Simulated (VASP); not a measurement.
# WS2 (P6_3/mmc) in VASP: a series of runs

The runs below take WS2 through single point, with LDA.

Program: VASP 6.6.1. These are calculated values, not measurements. Logs are shortened: lines on timing, memory, paths and dates and some standing lists are left out, and cuts for length are marked.

## Step 1: The cell of the first run

The structure is hexagonal, space group P6_3/mmc (No. 194). The conventional cell has a = 3.127 Å, b = 3.127 Å, c = 12.152 Å, α = 90.00°, β = 90.00°, γ = 120.00°. W (site symmetry -6m2) has 6 S at 2.56 Å and 6 W at 3.13 Å within 3.4 Å. S (site symmetry 3m) has 3 W at 2.56 Å and 9 S at 3.04 to 3.13 Å within 3.4 Å.

## Step 2: Single point, LDA (atoms shifted along a free coordinate)

File INCAR:

```
ALGO     = Normal         # electronic algorithm
EDIFF    = 1E-7           # SCF threshold, eV
ENCUT    = 520            # plane-wave cutoff, eV
ISIF     = 2              # what is computed and relaxed
ISMEAR   = 0              # smearing method
LASPH    = True           # aspherical terms in the spheres
LCHARG   = True           # write CHGCAR
LELF     = True           # ELF
LREAL    = False          # projectors in reciprocal space
LVHAR    = True         
LWAVE    = False          # write WAVECAR
NBANDS   = 35             # bands
NELM     = 80             # most SCF steps
PREC     = Accurate       # precision mode
SIGMA    = 0.05           # smearing width, eV
```

File KPOINTS:

```
k-points
0
Gamma
  12 12 4
```

File POSCAR:

```
WS2
1.0
    3.1265905160      0.0000000000      0.0000000000
   -1.5632952580      2.7077068141      0.0000000000
    0.0000000000      0.0000000000     12.1520250223
W S
2 4
Direct
    0.3333333333      0.6666666667      0.2500000000
    0.6666666667      0.3333333333      0.7500000000
    0.3333333333      0.6666666667      0.6008596918
    0.6666666667      0.3333333333      0.1008596918
    0.3333333333      0.6666666667      0.8991403082
    0.6666666667      0.3333333333      0.3991403082
```

Potentials or basis: VASP PAW LDA potentials, release 64 (W_sv, S).

Launch:

```bash
cat potpaw_LDA.64/W_sv/POTCAR potpaw_LDA.64/S/POTCAR > POTCAR
mpirun -np 1 vasp_std > vasp.out
```

OUTCAR:

```text
EDIFF = 1E-7
   ENCUT = 520
   ISIF = 2
   ISMEAR = 0
   LASPH = True
   LREAL = False
   NELM = 80
   PREC = Accurate

 ion  position               nearest neighbor table
   1  0.333  0.667  0.250-   4 2.56   6 2.56   4 2.56   6 2.56   4 2.56   6 2.56
   2  0.667  0.333  0.750-   3 2.56   5 2.56   3 2.56   5 2.56   3 2.56   5 2.56
   3  0.333  0.667  0.601-   2 2.56   2 2.56   2 2.56
   4  0.667  0.333  0.101-   1 2.56   1 2.56   1 2.56
   5  0.333  0.667  0.899-   2 2.56   2 2.56   2 2.56
   6  0.667  0.333  0.399-   1 2.56   1 2.56   1 2.56

  LATTYP: Found a hexagonal cell.
 ALAT       =     3.1265905160
 C/A-ratio  =     3.8866698278

  Lattice vectors:

 A1 = (   3.1265905160,   0.0000000000,   0.0000000000)
 A2 = (  -1.5632952580,   2.7077068141,   0.0000000000)
 A3 = (   0.0000000000,   0.0000000000,  12.1520250223)

Analysis of symmetry for initial positions (statically):
=====================================================================
 Subroutine PRICEL returns:
 Original cell was already a primitive cell.

 Routine SETGRP: Setting up the symmetry group for a
 hexagonal supercell.

 Subroutine GETGRP returns: Found 24 space group operations
 (whereof 12 operations were pure point group operations)
 out of a pool of 24 trial point group operations.

The static configuration has the point symmetry D_3d.
 The point group associated with its full space group is D_6h.

Analysis of symmetry for dynamics (positions and initial velocities):
=====================================================================
 Subroutine PRICEL returns:
 Original cell was already a primitive cell.

 Routine SETGRP: Setting up the symmetry group for a
 hexagonal supercell.

 Subroutine GETGRP returns: Found 24 space group operations
 (whereof 12 operations were pure point group operations)
 out of a pool of 24 trial point group operations.

The dynamic configuration has the point symmetry D_3d.
 The point group associated with its full space group is D_6h.

 Subroutine INISYM returns: Found 24 space group operations
 (whereof 12 operations are pure point group operations),
 and found     1 'primitive' translations

----------------------------------------------------------------------------------------

                                     Primitive cell

  volume of cell :     102.8777

[... 92 lines left out ...]
   LSORBIT =      F    spin-orbit coupling
   LASPH  =      T    aspherical Exc in radial PAW
   ENCUT  =  520.0 eV  38.22 Ry    6.18 a.u.   5.81  5.81 22.59*2*pi/ulx,y,z
   NELM   =     80;   NELMIN=  2; NELMDL= -5     # of ELM steps
   EDIFF  = 0.1E-06   stopping-criterion for ELM
   LREAL  =      F    real-space projection
   EDIFFG = 0.1E-05   stopping-criterion for IOM
   NSW    =      0    number of steps for IOM
   IBRION =     -1    ionic relax: 0-MD 1-quasi-New 2-CG
   NFREE  =      0    steps in history (QN), initial steepest desc. (CG)
   ISIF   =      2    stress and relaxation
   ISYM   =      2    0-nonsym 1-usesym 2-fastsym
   POTIM  = 0.5000    time-step for ionic-motion
   TEBEG  =    0.0;   TEEND  =   0.0 temperature during run
   PSTRESS=    0.0 pullay stress
   NELECT =      52.0000    total number of electrons
   NUPDOWN=      -1.0000    fix difference up-down
   EMIN   =  10.00;   EMAX   =-10.00  energy-range for DOS
   EFERMI =   0.00;   METHOD = LEGACY
   ISMEAR =     0;   SIGMA  =   0.05  broadening in eV -4-tet -1-fermi 0-gaus
   EFERMI_NEDOS =   21; number of points for ismear=-14 and -15
   IALGO  =     38    algorithm
   IMIX   =      4    mixing-type and parameters
     AMIX     =   0.40;   BMIX     =  1.00
     AMIX_MAG =   1.60;   BMIX_MAG =  1.00
  volume/ion in A,a.u.               =      17.15       115.71
  Fermi-wavevector in a.u.,A,eV,Ry     =   1.304074  2.464342 23.138184  1.700609
  Thomas-Fermi vector in A             =   2.435034
   LORBIT       =      0    0 simple, 1 ext, 2 COOP (PROOUT), +10 PAW based schemes
   GGA     = CA    functional components
   LHFCALC =     F    Hartree Fock is set to
   AEXX    =    0.0000 exact exchange contribution
   IVDW    =     0    specifies the selected vdW correction
   LEPSILON=     F    determine dielectric tensor
   LRPA    =     F    only Hartree local field effects (RPA)
 non-spin polarized calculation
 Gauss-broadening in eV      SIGMA  =   0.05
  energy-cutoff  :      520.00
  volume of cell :      102.88
 maximum number of plane-waves:      2792
 NGX is ok and might be reduce to    24
   NGX = 11   NGY = 11   NGZ = 45

 number of electron      51.9999993 magnetization

 Free energy of the ion-electron system (eV)
  ---------------------------------------------------
  ext. energy  EPLUGINS =         0.00000000
  ---------------------------------------------------
  free energy    TOTEN  =       -50.41553839 eV

  energy without entropy =      -50.41553839  energy(sigma->0) =      -50.41553839

 E-fermi :   7.6307     XC(G=0): -11.6565

 val. band max:        7.4415140408   @ k =   0.3333   0.3333   0.0000
 cond. band min:       7.8279535635   @ k =   0.1667   0.1667   0.0000
 fundamental gap:      0.3864395227
 Fermi energy:         7.6307337366

 k-point     1 :       0.0000    0.0000    0.0000
  band No.  band energies     occupation
      1     -66.5367      2.00000
      2     -66.5367      2.00000
      3     -30.9952      2.00000
      4     -30.9951      2.00000
      5     -30.7338      2.00000
      6     -30.7338      2.00000
[... 901 lines left out ...]
     34      11.1561      0.00000
     35      12.4757      0.00000

 [... further k-points ...]
[... 5 lines left out ...]
  --------------------------------------------------------------------------------------
  -------------------------------------------------------------------------------------
  Total       -7.3353706     -7.3353706    -24.0122578     -0.0000000      0.0000000      0.0000000
  in kB     -114.2381978   -114.2381978   -373.9575284     -0.0000000      0.0000000      0.0000000
  external PRESSURE =    -200.8113080 kB  Pullay stress =       0.0000000 kB

 VOLUME and BASIS-vectors are now :
 -----------------------------------------------------------------------------
  energy-cutoff  :      520.00
  volume of cell :      102.88
      direct lattice vectors                 reciprocal lattice vectors
     3.126590516  0.000000000  0.000000000     0.319837214  0.184658102  0.000000000
    -1.563295258  2.707706814  0.000000000     0.000000000  0.369316203  0.000000000
     0.000000000  0.000000000 12.152025022     0.000000000  0.000000000  0.082290811

 POSITION                                       TOTAL-FORCE (eV/Angst)
 -----------------------------------------------------------------------------------
     -0.00000      1.80514      3.03801        -0.000000     -0.000000      0.000000
      1.56330      0.90257      9.11402         0.000000     -0.000000      0.000000
     -0.00000      1.80514      7.30166        -0.000000     -0.000000      3.817667
      1.56330      0.90257      1.22565         0.000000      0.000000      3.817667
     -0.00000      1.80514     10.92638        -0.000000      0.000000     -3.817667
      1.56330      0.90257      4.85036         0.000000      0.000000     -3.817667
 -----------------------------------------------------------------------------------
    total drift:                               -0.000000      0.000000     -0.000000

  FREE ENERGIE OF THE ION-ELECTRON SYSTEM (eV)
  ---------------------------------------------------
  free  energy   TOTEN  =       -50.4155383909 eV

  energy  without entropy=      -50.4155383907  energy(sigma->0) =      -50.41553839
```

stdout:

```text
POSCAR found type information on POSCAR W S
 POSCAR found :  2 types and       6 ions
 scaLAPACK will be used
 LDA part: xc-table for (Slater(with rela. corr.)+CA(PZ))
 , standard interpolation
 POSCAR, INCAR and KPOINTS ok, starting setup
 FFT: planning ... GRIDC
 FFT: planning ... GRID_SOFT
 FFT: planning ... GRID
 WAVECAR not read
 entering main loop
```

It took 3.2 min on 1 thread of Intel Xeon 6975P-C (Granite Rapids), shared host; peak memory 0.29 GiB.

Results:

* Free energy: -50.4155 eV
* Pressure: -20.1 GPa
* Largest force: 3.818 eV/Å
* Band gap on the k mesh: 0.39 eV (least direct gap 0.95 eV)

Forces on the atoms (eV/Å):
```
W    0.000  0.000  0.000
W    0.000  0.000  0.000
S    0.000  0.000  3.818
S    0.000  0.000  3.818
S    0.000  0.000 -3.818
S    0.000  0.000 -3.818
```

Stress tensor (GPa, compression positive):
```
-11.42   0.00   0.00
  0.00 -11.42   0.00
  0.00   0.00 -37.40
```

Caveat: the cell differs from its parent crystal (atoms shifted along a free coordinate); the stress differs along the axes, from -37 to -11 GPa; spin-orbit coupling is left out, which moves the levels of the heavy elements; forces of over 1 eV/Å act on the atoms, so gaps and moduli don't describe the material at rest. A k mesh can miss the band edges.

## Step 3: Single point, LDA (atoms shifted along a free coordinate)

File INCAR:

```
SYSTEM = WS2
PREC = Accurate
ENCUT = 520
EDIFF = 1E-6
ISMEAR = 0
SIGMA = 0.05
LREAL = .FALSE.
LASPH = .TRUE.
NELM = 80
ALGO = Normal
ISIF = 2
LWAVE = .FALSE.
LCHARG = .FALSE.
NBANDS = 35
```

File KPOINTS:

```
regular mesh
0
G
  12 12 4
  0 0 0
```

File POSCAR:

```
WS2
1.0
    3.1265905160      0.0000000000      0.0000000000
   -1.5632952580      2.7077068141      0.0000000000
    0.0000000000      0.0000000000     12.1520250223
W S
2 4
Direct
    0.3333333333      0.6666666667      0.2500000000
    0.6666666667      0.3333333333      0.7500000000
    0.3333333333      0.6666666667      0.6282872193
    0.6666666667      0.3333333333      0.1282872193
    0.3333333333      0.6666666667      0.8717127807
    0.6666666667      0.3333333333      0.3717127807
```

Potentials or basis: VASP PAW LDA potentials, release 64 (W_sv, S).

Launch:

```bash
cat potpaw_LDA.64/W_sv/POTCAR potpaw_LDA.64/S/POTCAR > POTCAR
mpirun -np 1 vasp_std > vasp.out
```

Run time: 2.6 min. Hardware: 1 thread of Intel Xeon 6975P-C (Granite Rapids), shared host; peak memory 0.29 GiB.

The run converged. Its results:

* Free energy: -52.1979 eV
* Pressure: 10.9 GPa
* Largest force: 1.993 eV/Å
* Band gap on the k mesh: 0.67 eV (least direct gap 1.67 eV)

Forces on the atoms (eV/Å):
```
W    0.000  0.000  0.000
W    0.000  0.000  0.000
S    0.000  0.000 -1.993
S    0.000  0.000 -1.993
S    0.000  0.000  1.993
S    0.000  0.000  1.993
```

Stress tensor (GPa, compression positive):
```
 7.56  0.00  0.00
 0.00  7.56  0.00
 0.00  0.00 17.60
```

Levels at points of the mesh, in eV from the valence-band top:
```csv
k point,band 23,band 24,band 25,band 26,band 27,band 28,band 29,band 30
"(0.00, 0.00, 0.00)",-2.92,-1.67,-1.34,0.00,2.07,2.07,2.07,2.07
"(0.50, 0.00, 0.00)",-2.46,-2.30,-2.05,-1.85,1.94,1.98,2.44,2.62
"(0.00, 0.00, 0.50)",-2.94,-2.94,-0.36,-0.36,2.07,2.07,2.07,2.07
"(0.50, 0.00, 0.50)",-2.38,-2.38,-1.94,-1.94,1.96,1.96,2.55,2.55
```

Caveat: the cell differs from its parent crystal (atoms shifted along a free coordinate); the stress differs along the axes, from 8 to 18 GPa; spin-orbit coupling is left out, which moves the levels of the heavy elements; forces of over 1 eV/Å act on the atoms, so gaps and moduli don't describe the material at rest. A k mesh can miss the band edges.

## Step 4: Single point, LDA (atoms shifted along a free coordinate)

File INCAR:

```
PREC = Accurate
ENCUT = 520
EDIFF = 1E-7
ISMEAR = 0
SIGMA = 0.05
LREAL = False
LASPH = True
NELM = 60
ALGO = Normal
ISIF = 2
LWAVE = False
LCHARG = False
GGA = CA
NBANDS = 35
```

File KPOINTS:

```
Automatic mesh
0
Gamma
  12 12 4
```

File POSCAR:

```
WS2
1.0
    3.1265905160      0.0000000000      0.0000000000
   -1.5632952580      2.7077068141      0.0000000000
    0.0000000000      0.0000000000     12.1520250223
W S
2 4
Direct
    0.3333333333      0.6666666667      0.2500000000
    0.6666666667      0.3333333333      0.7500000000
    0.3333333333      0.6666666667      0.6145775701
    0.6666666667      0.3333333333      0.1145775701
    0.3333333333      0.6666666667      0.8854224299
    0.6666666667      0.3333333333      0.3854224299
```

Launch:

```bash
cat potpaw_LDA.64/W_sv/POTCAR potpaw_LDA.64/S/POTCAR > POTCAR
mpirun -np 1 vasp_std > vasp.out
```

Run time: 2.7 min. Hardware: 1 thread of Intel Xeon 6975P-C (Granite Rapids), shared host; peak memory 0.29 GiB.

Results (log left out):

- Free energy: -52.2661 eV
- Pressure: -8.2 GPa
- Largest force: 1.546 eV/Å
- Band gap on the k mesh: 0.76 eV (least direct gap 1.89 eV)

Forces on the atoms (eV/Å):
```
W    0.000  0.000  0.000
W    0.000  0.000  0.000
S    0.000  0.000  1.546
S    0.000  0.000  1.546
S    0.000  0.000 -1.546
S    0.000  0.000 -1.546
```

Stress tensor (GPa, compression positive):
```
 -4.96   0.00   0.00
  0.00  -4.96   0.00
  0.00   0.00 -14.62
```

Levels at points of the mesh, in eV from the valence-band top:
```csv
k point,band 23,band 24,band 25,band 26,band 27,band 28,band 29,band 30
"(0.00, 0.00, 0.00)",-1.62,-1.48,-1.18,0.00,2.32,2.32,2.49,2.49
"(0.50, 0.00, 0.00)",-1.59,-1.59,-1.39,-1.22,2.51,2.64,2.70,2.99
"(0.00, 0.00, 0.50)",-1.67,-1.67,-0.29,-0.29,2.40,2.40,2.40,2.40
"(0.50, 0.00, 0.50)",-1.47,-1.47,-1.40,-1.40,2.66,2.66,2.85,2.85
```

Caveat: the cell differs from its parent crystal (atoms shifted along a free coordinate); the stress differs along the axes, from -15 to -5 GPa; spin-orbit coupling is left out, which moves the levels of the heavy elements; forces of over 1 eV/Å act on the atoms, so gaps and moduli don't describe the material at rest.

## Step 5: Single point, LDA (atoms shifted along a free coordinate)

INCAR, as its differences from that of step 4:

```diff
@@ -2,3 +2,3 @@
 ENCUT = 520
-EDIFF = 1E-7
+EDIFF = 1E-6
 ISMEAR = 0
@@ -7,3 +7,3 @@
 LASPH = True
-NELM = 60
+NELM = 80
 ALGO = Normal
```

KPOINTS is that of step 4.

File POSCAR:

```
WS2
1.0
    3.1265905160      0.0000000000      0.0000000000
   -1.5632952580      2.7077068141      0.0000000000
    0.0000000000      0.0000000000     12.1520250223
W S
2 4
Direct
    0.3333333333      0.6666666667      0.2500000000
    0.6666666667      0.3333333333      0.7500000000
    0.3333333333      0.6666666667      0.6077145164
    0.6666666667      0.3333333333      0.1077145164
    0.3333333333      0.6666666667      0.8922854836
    0.6666666667      0.3333333333      0.3922854836
```

Launch:

```bash
cat potpaw_LDA.64/W_sv/POTCAR potpaw_LDA.64/S/POTCAR > POTCAR
mpirun -np 1 vasp_std > vasp.out
```

It took 3 min on 1 thread of Intel Xeon 6975P-C (Granite Rapids), shared host; peak memory 0.29 GiB.

Results (log left out):

```
Free energy            : -51.5292 eV
Pressure               : -15.0 GPa
Largest force          : 2.822 eV/Å
Band gap on the k mesh : 0.64 eV (least direct gap 1.40 eV)
```

Forces on the atoms (eV/Å):
```
W    0.000  0.000  0.000
W    0.000  0.000  0.000
S    0.000  0.000  2.822
S    0.000  0.000  2.822
S    0.000  0.000 -2.822
S    0.000  0.000 -2.822
```

Stress tensor (GPa, compression positive):
```
 -8.87   0.00   0.00
  0.00  -8.87   0.00
  0.00   0.00 -27.33
```

Levels at points of the mesh, in eV from the valence-band top:
```tsv
k point	band 23	band 24	band 25	band 26	band 27	band 28	band 29	band 30
(0.00, 0.00, 0.00)	-1.06	-1.06	-0.87	0.00	2.20	2.20	2.58	2.58
(0.50, 0.00, 0.00)	-1.46	-1.30	-1.25	-0.76	2.39	2.86	2.88	2.94
(0.00, 0.00, 0.50)	-1.14	-1.14	-0.23	-0.23	2.35	2.35	2.35	2.35
(0.50, 0.00, 0.50)	-1.32	-1.32	-1.03	-1.03	2.82	2.82	2.90	2.90
```

Caveat: the cell differs from its parent crystal (atoms shifted along a free coordinate); the stress differs along the axes, from -27 to -9 GPa; spin-orbit coupling is left out, which moves the levels of the heavy elements; forces of over 1 eV/Å act on the atoms, so gaps and moduli don't describe the material at rest. A k mesh can miss the band edges.

## Step 6: Overview

```csv
cell,gap on the mesh (eV),pressure (GPa),largest force (eV/Å)
"as given, atomic positions A",0.39,-20.1,3.82
"as given, atomic positions B",0.67,10.9,1.99
"as given, atomic positions C",0.76,-8.2,1.55
"as given, atomic positions D",0.64,-15.0,2.82
```

Alike in all rows: task single point; level LDA; potentials or basis VASP PAW LDA potentials, release 64 (W_sv, S); no spin polarisation; k mesh 12 × 12 × 4; cutoff (eV) 520; smearing gaussian 0.05 eV.

Caveats: spin-orbit coupling is left out, which moves the levels of the heavy elements; forces of over 1 eV/Å act on the atoms, so gaps and moduli don't describe the material at rest; the stress differs along the axes, from -37 to -11 GPa (at least some runs); the stress differs along the axes, from 8 to 18 GPa (at least some runs); the stress differs along the axes, from -15 to -5 GPa (at least some runs); the stress differs along the axes, from -27 to -9 GPa (at least some runs).

Total energies depend on the potentials used, so only differences within one code and one set of settings carry meaning.
